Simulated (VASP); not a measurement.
# Au (Im-3m) in VASP: further runs

The runs below take Au through single point, relaxation of cell and atoms, with PBE.

Program: VASP 6.6.1. These are calculated values, not measurements. Logs are shortened: lines on timing, memory, paths and dates and some standing lists are left out, and cuts for length are marked.

### 1 The cell of the first run

Symmetry: Im-3m, No. 229, cubic system. Conventional cell: a = 3.177 Å, b = 3.177 Å, c = 3.177 Å, α = 90.00°, β = 90.00°, γ = 90.00°. Au (site symmetry m-3m) has 14 Au at 2.75 to 3.18 Å within 3.6 Å.

### 2 Single point, PBE

Input file INCAR:

```
SYSTEM = Au
  PREC = Accurate
  ENCUT = 520
  EDIFF = 1E-6
  ISMEAR = -1
  SIGMA = 0.1
  LREAL = .False.
  LASPH = .True.
  NELM = 100
  ALGO = Normal
  ISIF = 2
  LWAVE = .False.
  LCHARG = .False.
  GGA = PE
  NBANDS = 12
```

Input file KPOINTS:

```
Automatic mesh
0
Gamma
  17 17 17
  0 0 0
```

Input file POSCAR:

```
Au
1.0
   -1.5883031904      1.5883031904      1.5883031904
    1.5883031904     -1.5883031904      1.5883031904
    1.5883031904      1.5883031904     -1.5883031904
Au
1
Direct
    0.0000000000      0.0000000000      0.0000000000
```

Potentials or basis: VASP PAW PBE potentials, release 64 (Au).

Run with:

```bash
$ cat potpaw_PBE.64/Au/POTCAR > POTCAR
$ mpirun -np 1 vasp_std > vasp.out
```

OUTCAR:

```text
SYSTEM = Au
   PREC = Accurate
   ENCUT = 520
   EDIFF = 1E-6
   ISMEAR = -1
   LREAL = .False.
   LASPH = .True.
   NELM = 100
   ISIF = 2
   GGA = PE

 ion  position               nearest neighbor table
   1  0.000  0.000  0.000-

  LATTYP: Found a body centered cubic cell.
 ALAT       =     3.1766063808

  Lattice vectors:

 A1 = (  -1.5883031904,   1.5883031904,   1.5883031904)
 A2 = (   1.5883031904,  -1.5883031904,   1.5883031904)
 A3 = (   1.5883031904,   1.5883031904,  -1.5883031904)

Analysis of symmetry for initial positions (statically):
=====================================================================
 Subroutine PRICEL returns:
 Original cell was already a primitive cell.

 Routine SETGRP: Setting up the symmetry group for a
 body centered cubic supercell.

 Subroutine GETGRP returns: Found 48 space group operations
 (whereof 48 operations were pure point group operations)
 out of a pool of 48 trial point group operations.

The static configuration has the point symmetry O_h .

Analysis of symmetry for dynamics (positions and initial velocities):
=====================================================================
 Subroutine PRICEL returns:
 Original cell was already a primitive cell.

 Routine SETGRP: Setting up the symmetry group for a
 body centered cubic supercell.

 Subroutine GETGRP returns: Found 48 space group operations
 (whereof 48 operations were pure point group operations)
 out of a pool of 48 trial point group operations.

The dynamic configuration has the point symmetry O_h .

 Subroutine INISYM returns: Found 48 space group operations
 (whereof 48 operations are pure point group operations),
 and found     1 'primitive' translations

----------------------------------------------------------------------------------------

                                     Primitive cell

  volume of cell :      16.0273

  direct lattice vectors                    reciprocal lattice vectors
    -1.588303190  1.588303190  1.588303190     0.000000000  0.314801357  0.314801357
     1.588303190 -1.588303190  1.588303190     0.314801357  0.000000000  0.314801357
     1.588303190  1.588303190 -1.588303190     0.314801357  0.314801357  0.000000000

  length of vectors
     2.751021824  2.751021824  2.751021824     0.445196349  0.445196349  0.445196349

  position of ions in fractional coordinates (direct lattice)
     0.000000000  0.000000000  0.000000000

  ion indices of the primitive-cell ions
   primitive index   ion index
                 1           1

----------------------------------------------------------------------------------------

 KPOINTS: Automatic mesh

Automatic generation of k-mesh.
 Grid dimensions read from file:
 generate k-points for:   17   17   17

 Generating k-lattice:

  Cartesian coordinates                     Fractional coordinates (reciprocal lattice)
     0.000000000  0.018517727  0.018517727     0.058823529  0.000000000  0.000000000
     0.018517727  0.000000000  0.018517727     0.000000000  0.058823529  0.000000000
     0.018517727  0.018517727  0.000000000     0.000000000  0.000000000  0.058823529

  Length of vectors
     0.026188021  0.026188021  0.026188021

  Shift w.r.t. Gamma in fractional coordinates (k-lattice)
     0.000000000  0.000000000  0.000000000

 Subroutine IBZKPT returns following result:
 ===========================================

 Found    165 irreducible k-points:

 Following reciprocal coordinates:
            Coordinates               Weight
  0.000000  0.000000  0.000000      1.000000
  0.058824  0.000000  0.000000     12.000000
  0.117647  0.000000  0.000000     12.000000
  0.176471  0.000000  0.000000     12.000000
  0.235294  0.000000  0.000000     12.000000
  0.294118  0.000000  0.000000     12.000000
[... 16 lines left out ...]
  0.411765  0.117647 -0.000000     48.000000
  0.176471  0.176471  0.000000     24.000000
 [... further k-points ...]
   k-points           NKPTS =    165   k-points in BZ     NKDIM =    165   number of bands    NBANDS=     12
   number of dos      NEDOS =    301   number of ions     NIONS =      1
   total plane-waves  NPLWV =   8000
   dimension x,y,z NGX =    20 NGY =   20 NGZ =   20
   dimension x,y,z NGXF=    40 NGYF=   40 NGZF=   40
   ions per type =               1
   NGX,Y,Z   is equivalent  to a cutoff of  12.09, 12.09, 12.09 a.u.
   NGXF,Y,Z  is equivalent  to a cutoff of  24.17, 24.17, 24.17 a.u.
 SYSTEM =  Au
   PREC   = accura    normal or accurate (medium, high low for compatibility)
   ISTART =      0    job   : 0-new  1-cont  2-samecut
   ICHARG =      2    charge: 1-file 2-atom 10-const
   ISPIN  =      1    spin polarized calculation?
   LNONCOLLINEAR =      F non collinear calculations
   LSORBIT =      F    spin-orbit coupling
   LASPH  =      T    aspherical Exc in radial PAW
   ENCUT  =  520.0 eV  38.22 Ry    6.18 a.u.   5.12  5.12  5.12*2*pi/ulx,y,z
   NELM   =    100;   NELMIN=  2; NELMDL= -5     # of ELM steps
   EDIFF  = 0.1E-05   stopping-criterion for ELM
   LREAL  =      F    real-space projection
   EDIFFG = 0.1E-04   stopping-criterion for IOM
   NSW    =      0    number of steps for IOM
   IBRION =     -1    ionic relax: 0-MD 1-quasi-New 2-CG
   NFREE  =      0    steps in history (QN), initial steepest desc. (CG)
   ISIF   =      2    stress and relaxation
   ISYM   =      2    0-nonsym 1-usesym 2-fastsym
   POTIM  = 0.5000    time-step for ionic-motion
   TEBEG  =    0.0;   TEEND  =   0.0 temperature during run
   PSTRESS=    0.0 pullay stress
   NELECT =      11.0000    total number of electrons
   NUPDOWN=      -1.0000    fix difference up-down
   EMIN   =  10.00;   EMAX   =-10.00  energy-range for DOS
   EFERMI =   0.00;   METHOD = LEGACY
   ISMEAR =    -1;   SIGMA  =   0.10  broadening in eV -4-tet -1-fermi 0-gaus
   EFERMI_NEDOS =   21; number of points for ismear=-14 and -15
   IALGO  =     38    algorithm
   IMIX   =      4    mixing-type and parameters
     AMIX     =   0.40;   BMIX     =  1.00
     AMIX_MAG =   1.60;   BMIX_MAG =  1.00
  volume/ion in A,a.u.               =      16.03       108.16
  Fermi-wavevector in a.u.,A,eV,Ry     =   1.444061  2.728880 28.372410  2.085313
  Thomas-Fermi vector in A             =   2.562399
   LORBIT       =      0    0 simple, 1 ext, 2 COOP (PROOUT), +10 PAW based schemes
   GGA     = PE    functional components
   LHFCALC =     F    Hartree Fock is set to
   AEXX    =    0.0000 exact exchange contribution
   IVDW    =     0    specifies the selected vdW correction
   LEPSILON=     F    determine dielectric tensor
   LRPA    =     F    only Hartree local field effects (RPA)
 non-spin polarized calculation
  energy-cutoff  :      520.00
  volume of cell :       16.03
 maximum number of plane-waves:       444
   NGX = 11   NGY = 11   NGZ = 11

 number of electron      11.0000000 magnetization

 Free energy of the ion-electron system (eV)
  ---------------------------------------------------
  ext. energy  EPLUGINS =         0.00000000
  ---------------------------------------------------
  free energy    TOTEN  =        -3.07997411 eV

  energy without entropy =       -3.06915812  energy(sigma->0) =       -3.07456611

 E-fermi :  10.4712     XC(G=0): -13.0902

 val. band max:       10.4200461150   @ k =  -0.3529   0.3529   0.2941
 cond. band min:      10.4717283582   @ k =   0.2353   0.2353   0.0000
 fundamental gap:      0.0516822432
 Fermi energy:        10.4712385437

 k-point     1 :       0.0000    0.0000    0.0000
  band No.  band energies     occupation
      1       0.0220      2.00000
      2       5.3082      2.00000
      3       5.3082      2.00000
      4       5.3082      2.00000
      5       7.4412      2.00000
      6       7.4412      2.00000
      7      27.0439      0.00000
      8      27.0439      0.00000
      9      27.0439      0.00000
     10      36.0513      0.00000
     11      36.0516      0.00000
     12      36.0587      0.00000

 k-point     2 :       0.0588    0.0000    0.0000
  band No.  band energies     occupation
      1       0.1575      2.00000
      2       5.2619      2.00000
      3       5.3113      2.00000
      4       5.4079      2.00000
      5       7.3839      2.00000
      6       7.4445      2.00000
      7      27.0797      0.00000
      8      27.0912      0.00000
      9      27.2275      0.00000
     10      34.1221      0.00000
     11      34.4377      0.00000
     12      35.5961      0.00000

 k-point     3 :       0.1176    0.0000    0.0000
  band No.  band energies     occupation
      1       0.5517      2.00000
      2       5.1318      2.00000
      3       5.3152      2.00000
      4       5.7016      2.00000
      5       7.2481      2.00000
      6       7.4555      2.00000
      7      26.9515      0.00000
      8      27.1095      0.00000
      9      27.7626      0.00000
     10      32.4802      0.00000
     11      32.6058      0.00000
     12      34.3410      0.00000
[... 286 lines left out ...]
 k-point    23 :       0.4118    0.1176   -0.0000
  band No.  band energies     occupation
      1       3.0125      2.00000
      2       4.2060      2.00000
      3       6.9507      2.00000
      4       7.2695      2.00000
      5       8.2545      2.00000
      6      11.2687      0.00069
      7      14.7184      0.00000
      8      22.3601      0.00000
      9      24.3060      0.00000
     10      32.7356      0.00000
     11      33.6243      0.00000
     12      35.0239      0.00000

 k-point    24 :       0.1765    0.1765    0.0000
  band No.  band energies     occupation
      1       2.8373      2.00000
      2       4.7941      2.00000
      3       4.8696      2.00000
      4       6.9406      2.00000
      5       7.6485      2.00000
      6       8.1908      2.00000
      7      22.0892      0.00000
      8      23.8275      0.00000
      9      26.8127      0.00000
     10      29.5506      0.00000
     11      33.7218      0.00000
     12      35.8458      0.00000

 [... further k-points ...]
[... 5 lines left out ...]
  --------------------------------------------------------------------------------------
  -------------------------------------------------------------------------------------
  Total        2.2594546      2.2594546      2.2594546      0.0000000     -0.0000000      0.0000000
  in kB      225.8676232    225.8676232    225.8676232      0.0000000     -0.0000000      0.0000000
  external PRESSURE =     225.8676232 kB  Pullay stress =       0.0000000 kB

 VOLUME and BASIS-vectors are now :
 -----------------------------------------------------------------------------
  energy-cutoff  :      520.00
  volume of cell :       16.03
      direct lattice vectors                 reciprocal lattice vectors
    -1.588303190  1.588303190  1.588303190     0.000000000  0.314801357  0.314801357
     1.588303190 -1.588303190  1.588303190     0.314801357  0.000000000  0.314801357
     1.588303190  1.588303190 -1.588303190     0.314801357  0.314801357  0.000000000

 POSITION                                       TOTAL-FORCE (eV/Angst)
 -----------------------------------------------------------------------------------
      0.00000      0.00000      0.00000         0.000000      0.000000     -0.000000
 -----------------------------------------------------------------------------------
    total drift:                                0.000000     -0.000000      0.000000

  FREE ENERGIE OF THE ION-ELECTRON SYSTEM (eV)
  ---------------------------------------------------
  free  energy   TOTEN  =        -3.0799741081 eV

  energy  without entropy=       -3.0691581178  energy(sigma->0) =       -3.07456611
```

Run time: 14 s. Hardware: 1 thread of Intel Xeon Platinum 8559C (Emerald Rapids), shared host; peak memory 0.15 GiB.

Results:

| Quantity | Value |
| --- | --- |
| Free energy | -3.0800 eV |
| Pressure | 22.6 GPa |

Levels at points of the mesh, in eV from the Fermi level:
```
           k point  band 3  band 4  band 5  band 6  band 7  band 8  band 9  band 10
(0.00, 0.00, 0.00)   -5.16   -5.16   -3.03   -3.03   16.57   16.57   16.57    25.58
```

Caveat: spin-orbit coupling is left out, which moves the levels of the heavy elements.

### 3 Single point, PBE

Input file INCAR:

```
SYSTEM = Au
  ALGO = Normal
  EDIFF = 1E-7
  ENCUT = 520
  GGA = PE
  ISIF = 2
  ISMEAR = -1
  LASPH = .True.
  LCHARG = .False.
  LREAL = .False.
  LWAVE = .False.
  NBANDS = 12
  NELM = 60
  PREC = Accurate
  SIGMA = 0.1
```

Input file KPOINTS:

```
k-points
0
Gamma
  17 17 17
  0 0 0
```

Input file POSCAR:

```
Au
1.0
   -1.5881990182      1.5881990182      1.5881990182
    1.5881990182     -1.5881990182      1.5881990182
    1.5881990182      1.5881990182     -1.5881990182
Au
1
Direct
    0.0000000000      0.0000000000      0.0000000000
```

Potentials or basis: VASP PAW PBE potentials, release 64 (Au).

Run with:

```bash
$ cat potpaw_PBE.64/Au/POTCAR > POTCAR
$ mpirun -np 1 vasp_std > vasp.out
```

OUTCAR:

```text
SYSTEM = Au
   EDIFF = 1E-7
   ENCUT = 520
   GGA = PE
   ISIF = 2
   ISMEAR = -1
   LASPH = .True.
   LREAL = .False.
   NELM = 60
   PREC = Accurate

 ion  position               nearest neighbor table
   1  0.000  0.000  0.000-

  LATTYP: Found a body centered cubic cell.
 ALAT       =     3.1763980364

  Lattice vectors:

 A1 = (  -1.5881990182,   1.5881990182,   1.5881990182)
 A2 = (   1.5881990182,  -1.5881990182,   1.5881990182)
 A3 = (   1.5881990182,   1.5881990182,  -1.5881990182)

Analysis of symmetry for initial positions (statically):
=====================================================================
 Subroutine PRICEL returns:
 Original cell was already a primitive cell.

 Routine SETGRP: Setting up the symmetry group for a
 body centered cubic supercell.

 Subroutine GETGRP returns: Found 48 space group operations
 (whereof 48 operations were pure point group operations)
 out of a pool of 48 trial point group operations.

The static configuration has the point symmetry O_h .

Analysis of symmetry for dynamics (positions and initial velocities):
=====================================================================
 Subroutine PRICEL returns:
 Original cell was already a primitive cell.

 Routine SETGRP: Setting up the symmetry group for a
 body centered cubic supercell.

 Subroutine GETGRP returns: Found 48 space group operations
 (whereof 48 operations were pure point group operations)
 out of a pool of 48 trial point group operations.

The dynamic configuration has the point symmetry O_h .

 Subroutine INISYM returns: Found 48 space group operations
 (whereof 48 operations are pure point group operations),
 and found     1 'primitive' translations

----------------------------------------------------------------------------------------

                                     Primitive cell
[... 107 lines left out ...]
   IMIX   =      4    mixing-type and parameters
     AMIX     =   0.40;   BMIX     =  1.00
     AMIX_MAG =   1.60;   BMIX_MAG =  1.00
  volume/ion in A,a.u.               =      16.02       108.14
  Fermi-wavevector in a.u.,A,eV,Ry     =   1.444156  2.729059 28.376132  2.085587
  Thomas-Fermi vector in A             =   2.562483
   LORBIT       =      0    0 simple, 1 ext, 2 COOP (PROOUT), +10 PAW based schemes
   GGA     = PE    functional components
   LHFCALC =     F    Hartree Fock is set to
   AEXX    =    0.0000 exact exchange contribution
   IVDW    =     0    specifies the selected vdW correction
   LEPSILON=     F    determine dielectric tensor
   LRPA    =     F    only Hartree local field effects (RPA)
 non-spin polarized calculation
  energy-cutoff  :      520.00
  volume of cell :       16.02
 maximum number of plane-waves:       444
   NGX = 11   NGY = 11   NGZ = 11

 number of electron      11.0000000 magnetization

 Free energy of the ion-electron system (eV)
  ---------------------------------------------------
  ext. energy  EPLUGINS =         0.00000000
  ---------------------------------------------------
  free energy    TOTEN  =        -3.07952924 eV

  energy without entropy =       -3.06871438  energy(sigma->0) =       -3.07412181

 E-fermi :  10.4748     XC(G=0): -13.0914

 val. band max:       10.4235112137   @ k =  -0.3529   0.3529   0.2941
 cond. band min:      10.4754480386   @ k =   0.2353   0.2353   0.0000
 fundamental gap:      0.0519368250
 Fermi energy:        10.4748197008

 k-point     1 :       0.0000    0.0000    0.0000
  band No.  band energies     occupation
      1       0.0233      2.00000
      2       5.3105      2.00000
      3       5.3105      2.00000
      4       5.3105      2.00000
      5       7.4442      2.00000
      6       7.4442      2.00000
      7      27.0474      0.00000
      8      27.0474      0.00000
      9      27.0474      0.00000
     10      36.0586      0.00000
     11      36.0590      0.00000
     12      36.0671      0.00000
[... 331 lines left out ...]
 k-point    24 :       0.1765    0.1765    0.0000
  band No.  band energies     occupation
      1       2.8390      2.00000
      2       4.7962      2.00000
      3       4.8717      2.00000
      4       6.9434      2.00000
      5       7.6516      2.00000
      6       8.1940      2.00000
      7      22.0942      0.00000
      8      23.8324      0.00000
      9      26.8177      0.00000
     10      29.5548      0.00000
     11      33.7272      0.00000
     12      35.8521      0.00000

 [... further k-points ...]
[... 5 lines left out ...]
  --------------------------------------------------------------------------------------
  -------------------------------------------------------------------------------------
  Total        2.2640965      2.2640965      2.2640965     -0.0000000      0.0000000     -0.0000000
  in kB      226.3761990    226.3761990    226.3761990     -0.0000000      0.0000000     -0.0000000
  external PRESSURE =     226.3761990 kB  Pullay stress =       0.0000000 kB

 VOLUME and BASIS-vectors are now :
 -----------------------------------------------------------------------------
  energy-cutoff  :      520.00
  volume of cell :       16.02
      direct lattice vectors                 reciprocal lattice vectors
    -1.588199018  1.588199018  1.588199018     0.000000000  0.314822005  0.314822005
     1.588199018 -1.588199018  1.588199018     0.314822005  0.000000000  0.314822005
     1.588199018  1.588199018 -1.588199018     0.314822005  0.314822005  0.000000000

 POSITION                                       TOTAL-FORCE (eV/Angst)
 -----------------------------------------------------------------------------------
      0.00000      0.00000      0.00000         0.000000     -0.000000      0.000000
 -----------------------------------------------------------------------------------
    total drift:                                0.000000     -0.000000      0.000000

  FREE ENERGIE OF THE ION-ELECTRON SYSTEM (eV)
  ---------------------------------------------------
  free  energy   TOTEN  =        -3.0795292413 eV

  energy  without entropy=       -3.0687143797  energy(sigma->0) =       -3.07412181
```

stdout:

```text
POSCAR found type information on POSCAR Au
 POSCAR found :  1 types and       1 ions
 scaLAPACK will be used
 LDA part: xc-table for (Slater+PW92), standard interpolation
 POSCAR, INCAR and KPOINTS ok, starting setup
 FFT: planning ... GRIDC
 FFT: planning ... GRID_SOFT
 FFT: planning ... GRID
 WAVECAR not read
 entering main loop
```

Wall time 15 s (1 thread of Intel Xeon Platinum 8559C (Emerald Rapids), shared host); peak memory 0.14 GiB.

What came out:

- Free energy: -3.0795 eV
- Pressure: 22.6 GPa

Levels at points of the mesh, in eV from the Fermi level:
```tsv
k point	band 4	band 5	band 6	band 7	band 8	band 9
(0.00, 0.00, 0.00)	-5.16	-3.03	-3.03	16.57	16.57	16.57
```

Caveat: spin-orbit coupling is left out, which moves the levels of the heavy elements.

(Part 1 of 2 ends here.)
